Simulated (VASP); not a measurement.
# Zr3SnSe (Pm-3m) in VASP: single point with PBE

Aim: the single point of Zr3SnSe with PBE.

Everything below comes from runs of VASP 6.6.1. Logs are shortened: lines on timing, memory, paths and dates and some standing lists are left out, and cuts for length are marked.

### Step 1. The cell of the first run

It takes space group Pm-3m (No. 221, cubic). Conventional cell: a = 5.315 Å, b = 5.315 Å, c = 5.315 Å, α = 90.00°, β = 90.00°, γ = 90.00°. Within 3.5 Å of Zr (site symmetry 4/mmm) lie 2 Sn at 2.66 Å. Sn (site symmetry m-3m) has 6 Zr at 2.66 Å within 3.5 Å. Within 4.9 Å of Se (site symmetry m-3m) lie 12 Zr at 3.76 Å and 8 Sn at 4.60 Å.

The cell was generated, and may not be a known phase.

### Step 2. Single point, PBE, collinear spin

The input, INCAR:

```
SYSTEM = Zr3SnSe
ALGO = Normal
EDIFF = 1E-6
ENCUT = 520
GGA = PE
ISIF = 2
ISMEAR = 0
ISPIN = 2
LASPH = .True.
LCHARG = .False.
LMAXMIX = 4
LORBIT = 11
LREAL = .False.
LWAVE = .False.
MAGMOM = 0.46 0.46 0.46 0 0
NBANDS = 40
NELM = 150
PREC = Accurate
SIGMA = 0.1
```

The input, KPOINTS:

```
k-points
0
Gamma
  8 8 8
  0 0 0
```

The input, POSCAR:

```
Zr3SnSe
1.0
    5.3146346832      0.0000000000      0.0000000000
    0.0000000000      5.3146346832      0.0000000000
    0.0000000000      0.0000000000      5.3146346832
Zr Sn Se
3 1 1
Direct
    0.5000000000      0.0000000000      0.0000000000
    0.0000000000      0.5000000000      0.0000000000
    0.0000000000      0.0000000000      0.5000000000
    0.0000000000      0.0000000000      0.0000000000
    0.5000000000      0.5000000000      0.5000000000
```

Potentials or basis: VASP PAW PBE potentials, release 64 (Zr_sv, Sn_d, Se).

Command:

```sh
cat potpaw_PBE.64/Zr_sv/POTCAR potpaw_PBE.64/Sn_d/POTCAR potpaw_PBE.64/Se/POTCAR > POTCAR
mpirun -np 1 vasp_std > vasp.out
```

OUTCAR:

```text
SYSTEM = Zr3SnSe
   EDIFF = 1E-6
   ENCUT = 520
   GGA = PE
   ISIF = 2
   ISMEAR = 0
   ISPIN = 2
   LASPH = .True.
   LORBIT = 11
   LREAL = .False.
   NELM = 150
   PREC = Accurate

 ion  position               nearest neighbor table
   1  0.500  0.000  0.000-   4 2.66   4 2.66   2 3.76   3 3.76   2 3.76   2 3.76   3 3.76   3 3.76
                             3 3.76   2 3.76
   2  0.000  0.500  0.000-   4 2.66   4 2.66   1 3.76   3 3.76   1 3.76   3 3.76   3 3.76   3 3.76
                             1 3.76   1 3.76
   3  0.000  0.000  0.500-   4 2.66   4 2.66   1 3.76   1 3.76   2 3.76   2 3.76   2 3.76   2 3.76
                             1 3.76   1 3.76
   4  0.000  0.000  0.000-   1 2.66   2 2.66   3 2.66   3 2.66   2 2.66   1 2.66
   5  0.500  0.500  0.500-

  LATTYP: Found a simple cubic cell.
 ALAT       =     5.3146346832

  Lattice vectors:

 A1 = (   5.3146346832,   0.0000000000,   0.0000000000)
 A2 = (   0.0000000000,   5.3146346832,   0.0000000000)
 A3 = (   0.0000000000,   0.0000000000,   5.3146346832)

Analysis of symmetry for initial positions (statically):
=====================================================================
 Subroutine PRICEL returns:
 Original cell was already a primitive cell.

 Routine SETGRP: Setting up the symmetry group for a
 simple cubic supercell.

 Subroutine GETGRP returns: Found 48 space group operations
 (whereof 48 operations were pure point group operations)
 out of a pool of 48 trial point group operations.

The static configuration has the point symmetry O_h .

Analysis of symmetry for dynamics (positions and initial velocities):
=====================================================================
 Subroutine PRICEL returns:
 Original cell was already a primitive cell.

 Routine SETGRP: Setting up the symmetry group for a
 simple cubic supercell.

 Subroutine GETGRP returns: Found 48 space group operations
 (whereof 48 operations were pure point group operations)
 out of a pool of 48 trial point group operations.

The dynamic configuration has the point symmetry O_h .

Analysis of structural, dynamic, and magnetic symmetry:
=====================================================================
 Subroutine PRICEL returns:
 Original cell was already a primitive cell.

 Routine SETGRP: Setting up the symmetry group for a
 simple cubic supercell.

 Subroutine GETGRP returns: Found 48 space group operations
 (whereof 48 operations were pure point group operations)
 out of a pool of 48 trial point group operations.

The overall configuration has the point symmetry O_h .

 Subroutine INISYM returns: Found 48 space group operations
 (whereof 48 operations are pure point group operations),
 and found     1 'primitive' translations

----------------------------------------------------------------------------------------

                                     Primitive cell

  volume of cell :     150.1137

  direct lattice vectors                    reciprocal lattice vectors
     5.314634683  0.000000000  0.000000000     0.188159687  0.000000000  0.000000000
     0.000000000  5.314634683  0.000000000     0.000000000  0.188159687  0.000000000
     0.000000000  0.000000000  5.314634683     0.000000000  0.000000000  0.188159687

  length of vectors
     5.314634683  5.314634683  5.314634683     0.188159687  0.188159687  0.188159687

  position of ions in fractional coordinates (direct lattice)
     0.500000000  0.000000000  0.000000000
     0.000000000  0.500000000  0.000000000
     0.000000000  0.000000000  0.500000000
     0.000000000  0.000000000  0.000000000
     0.500000000  0.500000000  0.500000000

  ion indices of the primitive-cell ions
   primitive index   ion index
                 1           1
                 2           2
                 3           3
                 4           4
                 5           5

----------------------------------------------------------------------------------------

 KPOINTS: k-points

Automatic generation of k-mesh.
 Grid dimensions read from file:
 generate k-points for:    8    8    8

 Generating k-lattice:

  Cartesian coordinates                     Fractional coordinates (reciprocal lattice)
     0.023519961  0.000000000  0.000000000     0.125000000  0.000000000  0.000000000
     0.000000000  0.023519961  0.000000000     0.000000000  0.125000000  0.000000000
     0.000000000  0.000000000  0.023519961     0.000000000  0.000000000  0.125000000

  Length of vectors
     0.023519961  0.023519961  0.023519961

  Shift w.r.t. Gamma in fractional coordinates (k-lattice)
     0.000000000  0.000000000  0.000000000

 Subroutine IBZKPT returns following result:
 ===========================================

 Found     35 irreducible k-points:

 Following reciprocal coordinates:
            Coordinates               Weight
  0.000000  0.000000  0.000000      1.000000
  0.125000  0.000000  0.000000      6.000000
  0.250000  0.000000  0.000000      6.000000
  0.375000  0.000000  0.000000      6.000000
  0.500000  0.000000  0.000000      3.000000
  0.125000  0.125000  0.000000     12.000000
[... 16 lines left out ...]
  0.375000  0.375000  0.125000     24.000000
  0.500000  0.375000  0.125000     24.000000
 [... further k-points ...]
   k-points           NKPTS =     35   k-points in BZ     NKDIM =     35   number of bands    NBANDS=     40
   number of dos      NEDOS =    301   number of ions     NIONS =      5
   total plane-waves  NPLWV =  64000
   dimension x,y,z NGX =    40 NGY =   40 NGZ =   40
   dimension x,y,z NGXF=    80 NGYF=   80 NGZF=   80
   ions per type =               3   1   1
   NGX,Y,Z   is equivalent  to a cutoff of  12.51, 12.51, 12.51 a.u.
   NGXF,Y,Z  is equivalent  to a cutoff of  25.02, 25.02, 25.02 a.u.
 SYSTEM =  Zr3SnSe
   PREC   = accura    normal or accurate (medium, high low for compatibility)
   ISTART =      0    job   : 0-new  1-cont  2-samecut
   ICHARG =      2    charge: 1-file 2-atom 10-const
   ISPIN  =      2    spin polarized calculation?
   LNONCOLLINEAR =      F non collinear calculations
   LSORBIT =      F    spin-orbit coupling
   LASPH  =      T    aspherical Exc in radial PAW
   ENCUT  =  520.0 eV  38.22 Ry    6.18 a.u.   9.88  9.88  9.88*2*pi/ulx,y,z
   NELM   =    150;   NELMIN=  2; NELMDL= -5     # of ELM steps
   EDIFF  = 0.1E-05   stopping-criterion for ELM
   LREAL  =      F    real-space projection
   EDIFFG = 0.1E-04   stopping-criterion for IOM
   NSW    =      0    number of steps for IOM
   IBRION =     -1    ionic relax: 0-MD 1-quasi-New 2-CG
   NFREE  =      0    steps in history (QN), initial steepest desc. (CG)
   ISIF   =      2    stress and relaxation
   ISYM   =      2    0-nonsym 1-usesym 2-fastsym
   POTIM  = 0.5000    time-step for ionic-motion
   TEBEG  =    0.0;   TEEND  =   0.0 temperature during run
   PSTRESS=    0.0 pullay stress
   NELECT =      56.0000    total number of electrons
   NUPDOWN=      -1.0000    fix difference up-down
   EMIN   =  10.00;   EMAX   =-10.00  energy-range for DOS
   EFERMI =   0.00;   METHOD = LEGACY
   ISMEAR =     0;   SIGMA  =   0.10  broadening in eV -4-tet -1-fermi 0-gaus
   EFERMI_NEDOS =   21; number of points for ismear=-14 and -15
   IALGO  =     38    algorithm
   IMIX   =      4    mixing-type and parameters
     AMIX     =   0.40;   BMIX     =  1.00
     AMIX_MAG =   1.60;   BMIX_MAG =  1.00
  volume/ion in A,a.u.               =      30.02       202.60
  Fermi-wavevector in a.u.,A,eV,Ry     =   1.178503  2.227048 18.896720  1.388870
  Thomas-Fermi vector in A             =   2.314831
   LORBIT       =     11    0 simple, 1 ext, 2 COOP (PROOUT), +10 PAW based schemes
   GGA     = PE    functional components
   LHFCALC =     F    Hartree Fock is set to
   AEXX    =    0.0000 exact exchange contribution
   IVDW    =     0    specifies the selected vdW correction
   LEPSILON=     F    determine dielectric tensor
   LRPA    =     F    only Hartree local field effects (RPA)
 spin polarized calculation
 Gauss-broadening in eV      SIGMA  =   0.10
  energy-cutoff  :      520.00
  volume of cell :      150.11
 maximum number of plane-waves:      4076
 NGX is ok and might be reduce to    40
   NGX = 19   NGY = 19   NGZ = 19

 number of electron      56.0000011 magnetization      -0.0051612

 number of electron      56.0000011 magnetization       0.0007233

 Free energy of the ion-electron system (eV)
  ---------------------------------------------------
  ext. energy  EPLUGINS =         0.00000000
  ---------------------------------------------------
  free energy    TOTEN  =       -28.59606617 eV

  energy without entropy =      -28.54719153  energy(sigma->0) =      -28.57162885

 E-fermi :   5.8384     XC(G=0):  -9.5503

 val. band max:        5.8345036806   @ k =   0.1250   0.1250   0.0000
 cond. band min:       5.8482315555   @ k =   0.5000   0.3750   0.3750
 fundamental gap:      0.0137278749
 Fermi energy:         5.8383662136

 spin component 1

 k-point     1 :       0.0000    0.0000    0.0000
  band No.  band energies     occupation
      1     -43.9233      1.00000
      2     -43.9051      1.00000
      3     -43.9051      1.00000
      4     -22.0160      1.00000
      5     -22.0160      1.00000
      6     -22.0160      1.00000
[... 32 lines left out ...]
     39       8.4827      0.00000
     40       8.4827      0.00000

 k-point     2 :       0.1250    0.0000    0.0000
  band No.  band energies     occupation
      1     -43.9226      1.00000
      2     -43.9056      1.00000
      3     -43.9051      1.00000
      4     -22.0160      1.00000
      5     -22.0130      1.00000
      6     -22.0130      1.00000
[... 935 lines left out ...]
     39       8.9537      0.00000
     40       9.2389      0.00000

 k-point    24 :       0.5000    0.3750    0.1250
  band No.  band energies     occupation
      1     -43.9128      1.00000
      2     -43.9101      1.00000
      3     -43.9085      1.00000
      4     -22.0680      1.00000
      5     -21.9885      1.00000
      6     -21.9693      1.00000
[... 32 lines left out ...]
     39       8.8666      0.00000
     40       9.2202      0.00000

 [... further k-points ...]

 spin component 2

 k-point     1 :       0.0000    0.0000    0.0000
  band No.  band energies     occupation
      1     -43.9232      1.00000
      2     -43.9050      1.00000
      3     -43.9050      1.00000
      4     -22.0159      1.00000
      5     -22.0159      1.00000
      6     -22.0159      1.00000
[... 32 lines left out ...]
     39       8.4828      0.00000
     40       8.4828      0.00000

 k-point     2 :       0.1250    0.0000    0.0000
  band No.  band energies     occupation
      1     -43.9225      1.00000
      2     -43.9055      1.00000
      3     -43.9050      1.00000
      4     -22.0159      1.00000
      5     -22.0130      1.00000
      6     -22.0130      1.00000
[... 935 lines left out ...]
     39       8.9538      0.00000
     40       9.2390      0.00000

 k-point    24 :       0.5000    0.3750    0.1250
  band No.  band energies     occupation
      1     -43.9127      1.00000
      2     -43.9100      1.00000
      3     -43.9084      1.00000
      4     -22.0679      1.00000
      5     -21.9884      1.00000
      6     -21.9692      1.00000
[... 32 lines left out ...]
     39       8.8667      0.00000
     40       9.2203      0.00000

 [... further k-points ...]
[... 5 lines left out ...]
  --------------------------------------------------------------------------------------
  -------------------------------------------------------------------------------------
  Total        0.0339918      0.0339918      0.0339918      0.0000000      0.0000000     -0.0000000
  in kB        0.3627976      0.3627976      0.3627976      0.0000000      0.0000000     -0.0000000
  external PRESSURE =       0.3627976 kB  Pullay stress =       0.0000000 kB

 VOLUME and BASIS-vectors are now :
 -----------------------------------------------------------------------------
  energy-cutoff  :      520.00
  volume of cell :      150.11
      direct lattice vectors                 reciprocal lattice vectors
     5.314634683  0.000000000  0.000000000     0.188159687  0.000000000  0.000000000
     0.000000000  5.314634683  0.000000000     0.000000000  0.188159687  0.000000000
     0.000000000  0.000000000  5.314634683     0.000000000  0.000000000  0.188159687

 POSITION                                       TOTAL-FORCE (eV/Angst)
 -----------------------------------------------------------------------------------
      2.65732      0.00000      0.00000         0.000000      0.000000      0.000000
      0.00000      2.65732      0.00000         0.000000      0.000000      0.000000
      0.00000      0.00000      2.65732         0.000000      0.000000      0.000000
      0.00000      0.00000      0.00000         0.000000      0.000000      0.000000
      2.65732      2.65732      2.65732         0.000000      0.000000      0.000000
 -----------------------------------------------------------------------------------
    total drift:                               -0.000000      0.000000     -0.000000

  FREE ENERGIE OF THE ION-ELECTRON SYSTEM (eV)
  ---------------------------------------------------
  free  energy   TOTEN  =       -28.5960661671 eV

  energy  without entropy=      -28.5471915343  energy(sigma->0) =      -28.57162885

 total charge

# of ion       s       p       d       tot
------------------------------------------
    1        2.154   5.947   1.597   9.698
    2        2.154   5.947   1.597   9.698
    3        2.154   5.947   1.597   9.698
    4        1.213   1.722  10.055  12.990
    5        1.527   2.058   0.012   3.597
--------------------------------------------------
tot          9.202  21.621  14.858  45.681

 magnetization (x)

# of ion       s       p       d       tot
------------------------------------------
    1        0.000   0.000   0.000   0.000
    2        0.000   0.000   0.000   0.000
    3        0.000   0.000   0.000   0.000
    4       -0.000   0.000   0.000   0.000
    5        0.000   0.000   0.000   0.000
--------------------------------------------------
tot          0.000   0.000   0.000   0.000
```

Wall time 4.7 min (1 thread of AMD EPYC 9R45 (Zen 5), shared host); peak memory 0.46 GiB.

Results:

```
Free energy                                           : -28.5961 eV
Pressure                                              : 0.0 GPa
Band gap on the k mesh                                : zero (filled and empty bands overlap)
Net moment                                            : 0.00 μB per cell
Valence electrons inside the program's atomic spheres : Zr 9.70; Sn 12.99; Se 3.60
```

Caveat: spin-orbit coupling is left out, which moves the levels of the heavy elements.
